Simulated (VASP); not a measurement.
Set up this calculation in VASP 6.6.1, as the native input.

- Task: single point
- Functional: PBEsol
- Potentials or basis: VASP PAW PBE potentials, release 64 (Al, Ga_d, N)
- Cutoff: 520 eV
- k mesh: 6 × 6 × 6
- Occupations: gaussian, width 0.01 eV
- Spin: no spin polarisation
- Dipole correction: no
- Further INCAR settings: ALGO = Normal; EDIFF = 1e-06; NBANDS = 41

The structure of AlGa3N4 lies in POSCAR:

```
AlGa3N4
1.0
    4.4375877940      0.0000000000      0.0000000000
    0.0000000000      4.4375877940      0.0000000000
    0.0000000000      0.0000000000      4.4375877940
Al Ga N
1 3 4
Direct
    0.0000000000      0.0000000000      0.0000000000
    0.5000000000      0.5000000000      0.0000000000
    0.5000000000      0.0000000000      0.5000000000
    0.0000000000      0.5000000000      0.5000000000
    0.7550522288      0.7550522288      0.2449477712
    0.7550522288      0.2449477712      0.7550522288
    0.2449477712      0.7550522288      0.7550522288
    0.2449477712      0.2449477712      0.2449477712
```

The input as run:

INCAR

```
PREC = Accurate
ENCUT = 520
EDIFF = 1E-6
ISMEAR = 0
SIGMA = 0.01
LREAL = F
LASPH = T
NELM = 100
ALGO = Normal
ISIF = 2
LWAVE = F
LCHARG = F
GGA = PS
NBANDS = 41
```

KPOINTS

```
regular mesh
0
Gamma
  6 6 6
```

Potentials or basis: VASP PAW PBE potentials, release 64 (Al, Ga_d, N).

Launch:

```sh
$ cat potpaw_PBE.64/Al/POTCAR potpaw_PBE.64/Ga_d/POTCAR potpaw_PBE.64/N/POTCAR > POTCAR
$ mpirun -np 1 vasp_std > vasp.out
```

Results of the run:

```
Pressure               : 3.9 GPa
Largest force          : 0.011 eV/Å
Band gap on the k mesh : 2.45 eV
```

Caveat: the cell stands under pressure; the PAW data sets were made with another functional, which shifts forces and pressure a little.

Wall time 48 s on 1 thread of AMD EPYC 9R45 96-Core Processor (Zen 5), on a shared host, peak memory 0.2 GiB.
